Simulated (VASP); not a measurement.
Input of a VASP 6.6.1 run:

The input INCAR:

```
SYSTEM = Si
ALGO     = Normal         ! electronic algorithm
EDIFF    = 1E-6           ! SCF threshold, eV
ENCUT    = 520            ! plane-wave cutoff, eV
GGA      = PE             ! functional
ISIF     = 2              ! what is computed and relaxed
ISMEAR   = -1             ! smearing method
LASPH    = .TRUE.         ! aspherical terms in the spheres
LCHARG   = .FALSE.        ! write CHGCAR
LREAL    = .FALSE.        ! projectors in reciprocal space
LWAVE    = .FALSE.        ! write WAVECAR
NBANDS   = 11             ! bands
NELM     = 60             ! most SCF steps
PREC     = Accurate       ! precision mode
SIGMA    = 0.08           ! smearing width, eV
```

The input KPOINTS:

```
k-points
0
G
  11 11 11
  0 0 0
```

The input POSCAR:

```
Si
1.0
    0.0000000000      2.7687280309      2.7687280309
    2.7687280309      0.0000000000      2.7687280309
    2.7687280309      2.7687280309      0.0000000000
Si
2
Direct
    0.5000000000      0.5000000000      0.5000000000
    0.7500000000      0.7500000000      0.7500000000
```

Potentials or basis: VASP PAW PBE potentials, release 64 (Si).

Command:

```console
$ cat potpaw_PBE.64/Si/POTCAR > POTCAR
$ mpirun -np 1 vasp_std > vasp.out
```

What does it give for the band gap on the k mesh?

0.70 eV, indirect (least direct gap 2.48 eV).

Predict the pressure.

-3.1 GPa.

 A k mesh can miss the band edges.
